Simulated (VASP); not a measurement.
Input of a VASP 6.6.1 run:

Contents of INCAR:

```
SYSTEM = Au
ALGO = Fast
EDIFF = 1E-6
ENCUT = 520
GGA = PS
ISIF = 2
ISMEAR = 0
LASPH = .True.
LCHARG = .True.
LELF = .True.
LREAL = .False.
LVHAR = .True.
LWAVE = .False.
NBANDS = 18
NELM = 60
PREC = Accurate
SIGMA = 0.15
```

KPOINTS

```
k-points
0
Gamma
  16 16 12
  0 0 0
```

The input POSCAR:

```
Au
1.0
    0.0000000000     -2.0455000000     -2.0455000000
    0.0000000000      2.0455000000     -2.0455000000
    4.0910000000      0.0000000000      0.0000000000
Au
2
Direct
    0.5000000000      0.5000000000      0.5366658519
    0.0000000000      0.0000000000     -0.0366658519
```

Potentials or basis: VASP PAW PBE potentials, release 64 (Au).

The run is started by

```bash
$ cat potpaw_PBE.64/Au/POTCAR > POTCAR
$ mpirun -np 1 vasp_std > vasp.out
```

Predict the largest force.

2.527 eV/Å.

Estimate the band gap on the k mesh.

zero (bands 11 and 12 overlap by 6.86 eV).

Forces in eV/Å, atoms in the order of the input:
```
Au  -2.527  0.000  0.000
Au   2.527  0.000  0.000
```

Caveat: the cell differs from its parent crystal (atoms displaced along a vibrational mode); the PAW data sets were made with another functional, which shifts forces and pressure a little; spin-orbit coupling is left out, which moves the levels of the heavy elements.
